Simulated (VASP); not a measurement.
Input of a VASP 6.6.1 run:

The input INCAR:

```
SYSTEM = Sn
ALGO     = Normal         ! electronic algorithm
EDIFF    = 1E-6           ! SCF threshold, eV
ENCUT    = 520            ! plane-wave cutoff, eV
GGA      = PE             ! functional
ISIF     = 2              ! what is computed and relaxed
ISMEAR   = -1             ! smearing method
LASPH    = .TRUE.         ! aspherical terms in the spheres
LCHARG   = .FALSE.        ! write CHGCAR
LREAL    = .FALSE.        ! projectors in reciprocal space
LWAVE    = .FALSE.        ! write WAVECAR
NBANDS   = 21             ! bands
NELM     = 80             ! most SCF steps
PREC     = Accurate       ! precision mode
SIGMA    = 0.1            ! smearing width, eV
```

Contents of KPOINTS:

```
k-points
0
G
  14 14 14
  0 0 0
```

The input POSCAR:

```
Sn
1.0
    0.0000000000      3.4154033729      3.4154033729
    3.4154033729      0.0000000000      3.4154033729
    3.4154033729      3.4154033729      0.0000000000
Sn
2
Direct
    0.5000000000      0.5000000000      0.5000000000
    0.7500000000      0.7500000000      0.7500000000
```

Potentials or basis: VASP PAW PBE potentials, release 64 (Sn_d).

Run with:

```sh
$ cat potpaw_PBE.64/Sn_d/POTCAR > POTCAR
$ mpirun -np 1 vasp_std > vasp.out
```

Question: Estimate the pressure.

Answer: -2.3 GPa.

Question: What does it give for the band gap on the k mesh?

Answer: Zero (bands 14 and 15 overlap by 0.35 eV).

Caveat: spin-orbit coupling is left out, which moves the levels of the heavy elements.
